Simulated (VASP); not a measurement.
Set up this calculation in VASP 6.6.1, as the native input.

```
Task                   : single point
Functional             : r2SCAN
Potentials or basis    : VASP PAW PBE potentials, release 64 (K_sv, F)
Cutoff                 : 520 eV
k mesh                 : 6 × 6 × 4
Occupations            : gaussian, width 0.01 eV
Spin                   : no spin polarisation
Dipole correction      : no
Further INCAR settings : ALGO = Normal; EDIFF = 1e-07; NBANDS = 24
```

Crystal: KF.

```xyz
4
Lattice="4.4394 0.0000 0.0000 -2.2197 3.8446 0.0000 0.0000 0.0000 5.2184" Properties=species:S:1:pos:R:3 pbc="T T T"
K     0.0000    2.5631    1.3046
K     2.2197    1.2815    3.9138
F     2.2197    1.2815    1.3046
F     0.0000    2.5631    3.9138
```

These files were run (other wordings do the same):

POSCAR

```
KF
1.0
    4.4394124686      0.0000000000      0.0000000000
   -2.2197062343      3.8446439757      0.0000000000
    0.0000000000      0.0000000000      5.2184419104
K F
2 2
Direct
    0.3333333333      0.6666666667      0.2500000000
    0.6666666667      0.3333333333      0.7500000000
    0.6666666667      0.3333333333      0.2500000000
    0.3333333333      0.6666666667      0.7500000000
```

INCAR.step1

```
SYSTEM = KF
PREC = Accurate
ENCUT = 520
ISMEAR = 0
SIGMA = 0.01
LREAL = .False.
LASPH = .True.
NELM = 60
NBANDS = 24
GGA = PE
ALGO = Normal
EDIFF = 1E-4
LWAVE = .True.
LCHARG = .False.
```

INCAR.step2

```
SYSTEM = KF
PREC = Accurate
ENCUT = 520
EDIFF = 1E-7
ISMEAR = 0
SIGMA = 0.01
LREAL = .False.
LASPH = .True.
NELM = 60
ALGO = Normal
ISIF = 2
LWAVE = .False.
LCHARG = .False.
METAGGA = R2SCAN
LMIXTAU = .True.
NBANDS = 24
ISTART = 1
```

KPOINTS

```
Automatic mesh
0
Gamma
  6 6 4
  0 0 0
```

Potentials or basis: VASP PAW PBE potentials, release 64 (K_sv, F).

Run with:

```console
$ cat potpaw_PBE.64/K_sv/POTCAR potpaw_PBE.64/F/POTCAR > POTCAR
$ cp INCAR.step1 INCAR
$ mpirun -np 1 vasp_std > vasp.out
$ cp INCAR.step2 INCAR
$ mpirun -np 1 vasp_std > vasp.out
```

Results of the run:

The pressure is 0.9 GPa. The band gap on the k mesh is 6.04 eV.

Caveat: the PAW data sets were made with another functional, which shifts forces and pressure a little.

Run time: 5.6 min on 1 thread of Intel Xeon 8259CL (shared host), peak memory 0.24 GiB.
